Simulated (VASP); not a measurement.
Wanted: the native input for a VASP 6.6.1 run.

```
Task                   : single point
Functional             : r2SCAN
Potentials or basis    : VASP PAW PBE potentials, release 64 (Ti_sv, Al)
Cutoff                 : 520 eV
k mesh                 : 12 × 12 × 12
Occupations            : gaussian, width 0.15 eV
Spin                   : no spin polarisation
Dipole correction      : no
Further INCAR settings : ALGO = Normal; EDIFF = 1e-07; NBANDS = 18
```

The system is TiAl3.

```
CELL_PARAMETERS angstrom
3.95567 0.00000 0.22251
0.00000 3.95567 0.00000
0.22251 0.00000 3.95567
ATOMIC_POSITIONS crystal
Ti 0.00000 0.00000 0.00000
Al 0.50000 0.50000 0.00000
Al 0.50000 0.00000 0.50000
Al 0.00000 0.50000 0.50000
```

This cell differs from its parent crystal: strain +0.1125 x Voigt [0, 0, 0, 0, 1, 0].

The input as run:

POSCAR

```
TiAl3
1.0
    3.9556712500      0.0000000000      0.2225065078
    0.0000000000      3.9556712500      0.0000000000
    0.2225065078      0.0000000000      3.9556712500
Ti Al
1 3
Direct
    0.0000000000      0.0000000000      0.0000000000
    0.5000000000      0.5000000000      0.0000000000
    0.5000000000      0.0000000000      0.5000000000
    0.0000000000      0.5000000000      0.5000000000
```

INCAR.step1

```
SYSTEM = TiAl3
PREC     = Accurate       ! precision mode
ENCUT    = 520            ! plane-wave cutoff, eV
ISMEAR   = 0              ! smearing method
SIGMA    = 0.15           ! smearing width, eV
LREAL    = .False.        ! projectors in reciprocal space
LASPH    = .True.         ! aspherical terms in the spheres
NELM     = 60             ! most SCF steps
NBANDS   = 18             ! bands
GGA      = PE             ! functional
ALGO     = Normal         ! electronic algorithm
EDIFF    = 1E-4           ! SCF threshold, eV
LWAVE    = .True.         ! write WAVECAR
LCHARG   = .False.        ! write CHGCAR
```

INCAR.step2

```
SYSTEM = TiAl3
PREC     = Accurate       ! precision mode
ENCUT    = 520            ! plane-wave cutoff, eV
EDIFF    = 1E-7           ! SCF threshold, eV
ISMEAR   = 0              ! smearing method
SIGMA    = 0.15           ! smearing width, eV
LREAL    = .False.        ! projectors in reciprocal space
LASPH    = .True.         ! aspherical terms in the spheres
NELM     = 60             ! most SCF steps
ALGO     = Normal         ! electronic algorithm
ISIF     = 2              ! what is computed and relaxed
LWAVE    = .False.        ! write WAVECAR
LCHARG   = .False.        ! write CHGCAR
METAGGA  = R2SCAN         ! meta-GGA
LMIXTAU  = .True.       
NBANDS   = 18             ! bands
ISTART   = 1
```

KPOINTS

```
regular mesh
0
Gamma
  12 12 12
  0 0 0
```

Potentials or basis: VASP PAW PBE potentials, release 64 (Ti_sv, Al).

The run is started by

```console
$ cat potpaw_PBE.64/Ti_sv/POTCAR potpaw_PBE.64/Al/POTCAR > POTCAR
$ cp INCAR.step1 INCAR
$ mpirun -np 1 vasp_std > vasp.out
$ cp INCAR.step2 INCAR
$ mpirun -np 1 vasp_std > vasp.out
```

Results of the run:

| Item | Value |
| --- | --- |
| Pressure | 1.9 GPa |
| Band gap on the k mesh | zero (an odd number of electrons rules out a gap without spin polarisation) |

Caveat: the cell differs from its parent crystal (strain +0.1125 x Voigt [0, 0, 0, 0, 1, 0]); the PAW data sets were made with another functional, which shifts forces and pressure a little.

It took 14 min on 1 thread of AMD EPYC 7R13 Processor (Zen 3), on a shared host, peak memory 0.39 GiB.
